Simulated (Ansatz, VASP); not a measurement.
**RbBr in VASP and in Ansatz**

```
CELL_PARAMETERS angstrom
0.00000 2.97781 3.42750
3.87719 0.00000 3.42750
3.87719 2.97781 0.00000
ATOMIC_POSITIONS crystal
Rb 0.00000 0.00000 0.00000
Br 0.50000 0.50000 0.50000
```

Change from the starting cell: strain +0.1312 x Voigt [1, -1, 0, 0, 0, 0], atoms carried along.

Alike in both runs: task single point; functional PBE; k mesh 6 × 6 × 6; occupations gaussian, width 0.05 eV; no spin polarisation.

|  | VASP | Ansatz |
| --- | --- | --- |
| version | VASP 6.6.1 | Ansatz 0.2.0 |
| potentials or method | VASP PAW PBE potentials, release 64 (Rb_sv, Br), cutoff 520 eV | scalar-relativistic, plane waves, PAW |
| valence electrons in the cell | 16 | 16 |

Ansatz gave:

* gap on the k mesh at the Fermi level (eV): 3.87
* least direct gap on the mesh (eV): 3.87
* pressure (GPa): 4.1
* traceless stress, the component that is largest in VASP (GPa): 7.80

Estimate VASP's values.

gap on the k mesh at the Fermi level (eV): 3.86; least direct gap on the mesh (eV): 3.86; pressure (GPa): 4.2; traceless stress, the component that is largest in VASP (GPa): 7.89.
